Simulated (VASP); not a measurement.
**MgO: single point with PBE0**

MgO:

```xyz
2
Lattice="2.6233 0.0000 0.0000 0.0000 2.6233 0.0000 0.0000 0.0000 2.6233" Properties=species:S:1:pos:R:3 pbc="T T T"
Mg    0.0000    0.0000    0.0000
O     1.3117    1.3117    1.3117
```

```
Program                            : VASP 6.6.1
Task                               : single point
Functional                         : PBE0
Potentials or basis                : VASP PAW PBE potentials, release 64 (Mg, O)
Cutoff                             : 520 eV
k mesh                             : 6 × 6 × 6
Occupations                        : gaussian, width 0.01 eV
Spin                               : no spin polarisation
Dipole correction                  : no
Grid for exact exchange (PRECFOCK) : Normal
Further INCAR settings             : ALGO = Normal; EDIFF = 1e-06; NBANDS = 11
Share of exact exchange            : 0.25
```

| Item | Value |
| --- | --- |
| Pressure | -1.1 GPa |
| Band gap on the k mesh | 4.90 eV (least direct gap 6.00 eV) |

Levels at points of the mesh, in eV from the valence-band top:
```csv
k point,band 1,band 2,band 3,band 4,band 5,band 6,band 7,band 8
"(0.00, 0.00, 0.00)",-20.28,-1.10,-1.10,-1.10,4.90,12.96,12.96,23.61
"(0.50, 0.00, 0.00)",-18.98,-7.04,-0.61,-0.61,9.59,12.41,17.27,20.16
"(0.50, 0.50, 0.00)",-18.04,-5.13,-5.13,0.00,7.34,15.22,15.22,16.13
"(0.50, 0.50, 0.50)",-17.14,-3.97,-3.97,-3.97,9.96,9.96,9.96,19.36
```

It took 2.4 min on 1 thread of Intel(R) Xeon(R) 6975P-C (Granite Rapids) (shared host), peak memory 0.13 GiB.

Caveat: the PAW data sets were made with another functional, which shifts forces and pressure a little. A k mesh can miss the band edges.
